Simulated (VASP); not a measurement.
# Ta3TiN4 (P-6m2) in VASP: further runs, part 2 of 2

VASP 6.6.1. The steps go on from the part before.

## Step 3: Single point, PBE

This run uses another cell than the first one, of 10.67 Å³/atom.

The input, INCAR:

```
SYSTEM = Ta3TiN4
PREC = Accurate
ENCUT = 520
EDIFF = 1E-6
ISMEAR = 0
SIGMA = 0.1
LREAL = .False.
LASPH = .True.
NELM = 100
ALGO = Normal
ISIF = 2
LWAVE = .False.
LCHARG = .True.
GGA = PE
LELF = .True.
LVHAR = .True.
NBANDS = 42
```

The input, KPOINTS:

```
Automatic mesh
0
Gamma
  12 12 4
  0 0 0
```

The input, POSCAR:

```
Ta3TiN4
1.0
    2.9427008797     -0.0000000289      0.0000000000
   -1.4713504149      2.5484537320      0.0000000000
    0.0000000000      0.0000000000     11.3825828000
Ti Ta N
1 3 4
Direct
    0.0000000000      0.0000000000      0.5000000000
    0.0000000000      0.0000000000      0.0000000000
    0.0000000000      0.0000000000      0.2549560000
    0.0000000000      0.0000000000      0.7450440000
    0.6666666667      0.3333333333      0.8732760000
    0.6666666667      0.3333333333      0.1267240000
    0.6666666667      0.3333333333      0.3778760000
    0.6666666667      0.3333333333      0.6221240000
```

Potentials or basis: VASP PAW PBE potentials, release 64 (Ti_sv, Ta_pv, N).

On the command line:

```bash
> cat potpaw_PBE.64/Ti_sv/POTCAR potpaw_PBE.64/Ta_pv/POTCAR potpaw_PBE.64/N/POTCAR > POTCAR
> mpirun -np 1 vasp_std > vasp.out
```

OUTCAR:

```text
SYSTEM = Ta3TiN4
   PREC = Accurate
   ENCUT = 520
   EDIFF = 1E-6
   ISMEAR = 0
   LREAL = .False.
   LASPH = .True.
   NELM = 100
   ISIF = 2
   GGA = PE

 ion  position               nearest neighbor table
   1  0.000  0.000  0.500-   7 2.20   8 2.20   7 2.20   8 2.20   7 2.20   8 2.20   3 2.79   4 2.79

   2  0.000  0.000  0.000-   5 2.23   6 2.23   5 2.23   6 2.23   5 2.23   6 2.23   3 2.90   4 2.90

   3  0.000  0.000  0.255-   7 2.20   7 2.20   7 2.20   6 2.24   6 2.24   6 2.24   1 2.79   2 2.90

   4  0.000  0.000  0.745-   8 2.20   8 2.20   8 2.20   5 2.24   5 2.24   5 2.24   1 2.79   2 2.90

[... 1298 lines left out ...]
  in kB        6.1184805      6.1184805      7.2193390     -0.0000000      0.0000000     -0.0000000
  external PRESSURE =       6.4854334 kB  Pullay stress =       0.0000000 kB

 VOLUME and BASIS-vectors are now :
 -----------------------------------------------------------------------------
  energy-cutoff  :      520.00
  volume of cell :       85.36
      direct lattice vectors                 reciprocal lattice vectors
     2.942700880 -0.000000029  0.000000000     0.339823872  0.196197399  0.000000000
    -1.471350415  2.548453732  0.000000000     0.000000004  0.392394805  0.000000000
     0.000000000  0.000000000 11.382582800     0.000000000  0.000000000  0.087853523

 POSITION                                       TOTAL-FORCE (eV/Angst)
 -----------------------------------------------------------------------------------
      0.00000      0.00000      5.69129         0.000000     -0.000000     -0.000000
      0.00000      0.00000      0.00000         0.000000     -0.000000     -0.000000
      0.00000      0.00000      2.90206         0.000000     -0.000000     -0.002684
      0.00000      0.00000      8.48053         0.000000     -0.000000      0.002684
      1.47135      0.84948      9.94014        -0.000000      0.000000     -0.000098
      1.47135      0.84948      1.44245        -0.000000      0.000000      0.000098
      1.47135      0.84948      4.30120         0.000000     -0.000000      0.020069
      1.47135      0.84948      7.08138         0.000000     -0.000000     -0.020069
 -----------------------------------------------------------------------------------
    total drift:                               -0.000000      0.000000      0.000000

  FREE ENERGIE OF THE ION-ELECTRON SYSTEM (eV)
  ---------------------------------------------------
  free  energy   TOTEN  =       -86.3750674196 eV

  energy  without entropy=      -86.3608738378  energy(sigma->0) =      -86.36797063
```

OSZICAR:

```text
N       E                     dE             d eps       ncg     rms          rms(c)
DAV:   1     0.742631759788E+03    0.74263E+03   -0.33665E+04  4788   0.171E+03
DAV:   2    -0.177833209060E+02   -0.76042E+03   -0.72773E+03  5006   0.518E+02
DAV:   3    -0.946719150549E+02   -0.76889E+02   -0.74373E+02  6600   0.148E+02
DAV:   4    -0.988306720505E+02   -0.41588E+01   -0.41196E+01  6864   0.309E+01
DAV:   5    -0.989759348999E+02   -0.14526E+00   -0.14510E+00  6592   0.469E+00    0.440E+01
DAV:   6    -0.877667294539E+02    0.11209E+02   -0.80024E+01  7178   0.475E+01    0.208E+01
DAV:   7    -0.889787795434E+02   -0.12121E+01   -0.34921E+01  7204   0.525E+01    0.141E+01
DAV:   8    -0.867425874676E+02    0.22362E+01   -0.19682E+01  6562   0.183E+01    0.863E+00
DAV:   9    -0.864640143140E+02    0.27857E+00   -0.27291E+00  7422   0.107E+01    0.283E+00
DAV:  10    -0.864025925082E+02    0.61422E-01   -0.78398E-01  6678   0.661E+00    0.151E+00
DAV:  11    -0.863744383948E+02    0.28154E-01   -0.10268E-01  6836   0.238E+00    0.706E-01
DAV:  12    -0.863761437575E+02   -0.17054E-02   -0.17314E-02  7126   0.848E-01    0.421E-01
DAV:  13    -0.863750954666E+02    0.10483E-02   -0.71077E-03  6076   0.590E-01    0.999E-02
DAV:  14    -0.863751672417E+02   -0.71775E-04   -0.23588E-03  6670   0.226E-01    0.103E-01
DAV:  15    -0.863750853343E+02    0.81907E-04   -0.65902E-04  6878   0.189E-01    0.327E-02
DAV:  16    -0.863750692357E+02    0.16099E-04   -0.11388E-04  6702   0.754E-02    0.116E-02
DAV:  17    -0.863750678218E+02    0.14140E-05   -0.14398E-05  6232   0.223E-02    0.884E-03
DAV:  18    -0.863750674196E+02    0.40221E-06   -0.14323E-06  3806   0.749E-03
   1 F= -.86375067E+02 E0= -.86367971E+02  d E =-.141936E-01
```

stdout:

```text
POSCAR found type information on POSCAR TiTaN
 POSCAR found :  3 types and       8 ions
 scaLAPACK will be used
 LDA part: xc-table for (Slater+PW92), standard interpolation
 POSCAR, INCAR and KPOINTS ok, starting setup
 FFT: planning ... GRIDC
 FFT: planning ... GRID_SOFT
 FFT: planning ... GRID
 WAVECAR not read
 entering main loop
```

Wall time 1.8 min (1 thread of Intel Xeon 6975P-C (Granite Rapids), shared host); peak memory 0.34 GiB.

What came out:

* Free energy: -86.3751 eV
* Pressure: 0.6 GPa
* Largest force: 0.020 eV/Å
* Band gap on the k mesh: zero (an odd number of electrons rules out a gap without spin polarisation)

Forces in eV/Å, atoms in the order of the input:
```
Ti   0.000  0.000  0.000
Ta   0.000  0.000  0.000
Ta   0.000  0.000 -0.003
Ta   0.000  0.000  0.003
N    0.000  0.000  0.000
N    0.000  0.000  0.000
N    0.000  0.000  0.020
N    0.000  0.000 -0.020
```

Caveat: spin-orbit coupling is left out, which moves the levels of the heavy elements.

## Step 4: Single point, PBE (10.99 Å³/atom)

This run uses another cell than the first one, of 10.99 Å³/atom.

The input, INCAR:

```
SYSTEM = Ta3TiN4
  PREC = Accurate
  ENCUT = 520
  EDIFF = 1E-6
  ISMEAR = 0
  SIGMA = 0.1
  LREAL = .False.
  LASPH = .True.
  NELM = 80
  ALGO = Normal
  ISIF = 2
  LWAVE = .False.
  LCHARG = .True.
  GGA = PE
  LELF = .True.
  LVHAR = .True.
  NBANDS = 42
```

The input, KPOINTS:

```
regular mesh
0
Gamma
  12 12 4
  0 0 0
```

The input, POSCAR:

```
Ta3TiN4
1.0
    2.9737874931     -0.0000000292      0.0000000000
   -1.4868937213      2.5753755291      0.0000000000
    0.0000000000      0.0000000000     11.4802255280
Ti Ta N
1 3 4
Direct
    0.0000000000      0.0000000000      0.5000000000
    0.0000000000      0.0000000000      0.0000000000
    0.0000000000      0.0000000000      0.2547468658
    0.0000000000      0.0000000000      0.7452531342
    0.6666666667      0.3333333333      0.8734650576
    0.6666666667      0.3333333333      0.1265349424
    0.6666666667      0.3333333333      0.3770708553
    0.6666666667      0.3333333333      0.6229291447
```

On the command line:

```bash
> cat potpaw_PBE.64/Ti_sv/POTCAR potpaw_PBE.64/Ta_pv/POTCAR potpaw_PBE.64/N/POTCAR > POTCAR
> mpirun -np 1 vasp_std > vasp.out
```

It took 1.9 min on 1 thread of Intel Xeon 6975P-C (Granite Rapids), shared host; peak memory 0.34 GiB.

It converged, with:

```
Free energy            : -86.3155 eV
Pressure               : -8.0 GPa
Largest force          : 0.016 eV/Å
Band gap on the k mesh : zero (an odd number of electrons rules out a gap without spin polarisation)
```

Forces on the atoms (eV/Å):
```
Ti   0.000  0.000  0.000
Ta   0.000  0.000  0.000
Ta   0.000  0.000 -0.001
Ta   0.000  0.000  0.001
N    0.000  0.000  0.003
N    0.000  0.000 -0.003
N    0.000  0.000  0.016
N    0.000  0.000 -0.016
```

Stress tensor (GPa, compression positive):
```
-8.08  0.00  0.00
 0.00 -8.08  0.00
 0.00  0.00 -7.94
```

Levels at points of the mesh, in eV from the Fermi level:
| k point | band 30 | band 31 | band 32 | band 33 | band 34 | band 35 |
| --- | --- | --- | --- | --- | --- | --- |
| (0.00, 0.00, 0.00) | -2.10 | 0.46 | 0.49 | 0.49 | 0.61 | 1.22 |
| (0.50, 0.00, 0.00) | -2.44 | -0.75 | -0.60 | 0.26 | 2.65 | 2.86 |
| (0.00, 0.00, 0.50) | -1.21 | -0.96 | 0.55 | 0.55 | 0.67 | 0.67 |
| (0.50, 0.00, 0.50) | -1.92 | -1.59 | -0.13 | 0.19 | 2.84 | 2.92 |

Caveat: the cell stands under tension; spin-orbit coupling is left out, which moves the levels of the heavy elements.

## Step 5: Single point, r2SCAN, collinear spin

This run uses another cell than the first one, of 10.67 Å³/atom.

The input, POSCAR:

```
Ta3TiN4
1.0
    2.9427008797     -0.0000000289      0.0000000000
   -1.4713504149      2.5484537320      0.0000000000
    0.0000000000      0.0000000000     11.3825828000
Ti Ta N
1 3 4
Direct
    0.0000000000      0.0000000000      0.5000000000
    0.0000000000      0.0000000000      0.0000000000
    0.0000000000      0.0000000000      0.2549560000
    0.0000000000      0.0000000000      0.7450440000
    0.6666666667      0.3333333333      0.8732760000
    0.6666666667      0.3333333333      0.1267240000
    0.6666666667      0.3333333333      0.3778760000
    0.6666666667      0.3333333333      0.6221240000
```

The input, INCAR.step1:

```
SYSTEM = Ta3TiN4
PREC = Accurate
ENCUT = 660
ISMEAR = 0
SIGMA = 0.1
LREAL = .FALSE.
LASPH = .TRUE.
NELM = 200
ISPIN = 2
MAGMOM = 1 0 0 0 0 0 0 0
LMAXMIX = 4
NBANDS = 46
GGA = PE
ALGO = Normal
EDIFF = 1E-5
LWAVE = .TRUE.
LCHARG = .FALSE.
GGA_COMPAT = .FALSE.
KPAR = 4
```

The input, INCAR.step2:

```
SYSTEM = Ta3TiN4
PREC = Accurate
ENCUT = 660
EDIFF = 1E-6
ISMEAR = 0
SIGMA = 0.1
LREAL = .FALSE.
LASPH = .TRUE.
NELM = 200
ALGO = Normal
ISIF = 2
LWAVE = .FALSE.
LCHARG = .FALSE.
ISPIN = 2
MAGMOM = 1 0 0 0 0 0 0 0
LORBIT = 11
LMAXMIX = 4
METAGGA = R2SCAN
LMIXTAU = .TRUE.
NBANDS = 46
ISTART = 1
GGA_COMPAT = .FALSE.
KPAR = 4
```

The input, KPOINTS:

```
Automatic mesh
0
G
  12 12 4
  0 0 0
```

On the command line:

```bash
> cat potpaw_PBE.64/Ti_sv/POTCAR potpaw_PBE.64/Ta_pv/POTCAR potpaw_PBE.64/N/POTCAR > POTCAR
> cp INCAR.step1 INCAR
> mpirun -np 4 vasp_std > vasp.out
> cp INCAR.step2 INCAR
> mpirun -np 4 vasp_std > vasp.out
```

Wall time 10 min (4 MPI ranks of Intel Xeon 6975P-C (Granite Rapids), shared host); peak memory 0.68 GiB.

Results (log left out):

```yaml
Free_energy: -206.5103 eV
Pressure: -2.9 GPa
Largest_force: 0.045 eV/Å
Net_moment: 0.00 μB per cell
Valence_electrons_inside_the_program's_atomic_spheres: Ti 10.31; Ta 8.98, 8.99 (each value once); N 3.76, 3.75 (each value once)
```

Forces in eV/Å, atoms in the order of the input:
```
Ti   0.000  0.000  0.000
Ta   0.000  0.000  0.000
Ta   0.000  0.000 -0.045
Ta   0.000  0.000  0.045
N    0.000  0.000  0.007
N    0.000  0.000 -0.007
N    0.000  0.000  0.010
N    0.000  0.000 -0.010
```

Stress tensor (GPa, compression positive):
```
-2.83  0.00  0.00
 0.00 -2.83  0.00
 0.00  0.00 -3.04
```

Levels at points of the mesh, in eV from the Fermi level:
Spin up:
| k point | band 29 | band 30 | band 31 | band 32 | band 33 | band 34 | band 35 | band 36 |
| --- | --- | --- | --- | --- | --- | --- | --- | --- |
| (0.00, 0.00, 0.00) | -3.11 | -2.29 | 0.49 | 0.57 | 0.57 | 0.58 | 1.39 | 1.39 |
| (0.50, 0.00, 0.00) | -2.67 | -2.61 | -0.85 | -0.66 | 0.27 | 2.92 | 3.20 | 3.22 |
| (0.00, 0.00, 0.50) | -3.17 | -1.31 | -1.08 | 0.66 | 0.66 | 0.78 | 0.78 | 2.19 |
| (0.50, 0.00, 0.50) | -3.09 | -2.08 | -1.71 | -0.18 | 0.20 | 3.10 | 3.19 | 3.37 |
Spin down:
```
           k point  band 28  band 29  band 30  band 31  band 32  band 33  band 34  band 35  band 36  band 37
(0.00, 0.00, 0.00)    -3.11    -3.11    -2.29     0.49     0.57     0.57     0.58     1.39     1.39     1.43
(0.50, 0.00, 0.00)    -3.82    -2.67    -2.61    -0.85    -0.66     0.27     2.92     3.20     3.22     3.33
(0.00, 0.00, 0.50)    -3.17    -3.17    -1.31    -1.08     0.66     0.66     0.78     0.78     2.19     2.34
(0.50, 0.00, 0.50)    -3.12    -3.09    -2.08    -1.71    -0.18     0.20     3.10     3.19     3.37     3.73
```

Caveat: the PAW data sets were made with another functional, which shifts forces and pressure a little; spin-orbit coupling is left out, which moves the levels of the heavy elements.

## Step 6: Overview

| level | spin | cell | cutoff (eV) | gap on the mesh (eV) | pressure (GPa) | largest force (eV/Å) |
| --- | --- | --- | --- | --- | --- | --- |
| PBE | off | a = 2.911, b = 2.911, c = 11.283 Å, angles 90.0, 90.0, 120.0°, 8 atoms, atomic positions A | 520 | none | 10.8 | 0.02 |
| PBE | off | a = 2.943, b = 2.943, c = 11.383 Å, angles 90.0, 90.0, 120.0°, 8 atoms, atomic positions B | 520 | none | 0.6 | 0.02 |
| PBE | off | a = 2.974, b = 2.974, c = 11.480 Å, angles 90.0, 90.0, 120.0°, 8 atoms, atomic positions C | 520 | none | -8.0 | 0.02 |
| r2SCAN | collinear | a = 2.943, b = 2.943, c = 11.383 Å, angles 90.0, 90.0, 120.0°, 8 atoms, atomic positions B | 660 | none | -2.9 | 0.05 |

Alike in all rows: task single point; potentials or basis VASP PAW PBE potentials, release 64 (Ti_sv, Ta_pv, N); k mesh 12 × 12 × 4; smearing gaussian 0.1 eV.

Caveats: spin-orbit coupling is left out, which moves the levels of the heavy elements; the cell stands under pressure (at least some runs); the cell stands under tension (at least some runs); the PAW data sets were made with another functional, which shifts forces and pressure a little (at least some runs).

Total energies depend on the potentials used, so only differences within one code and one set of settings carry meaning.
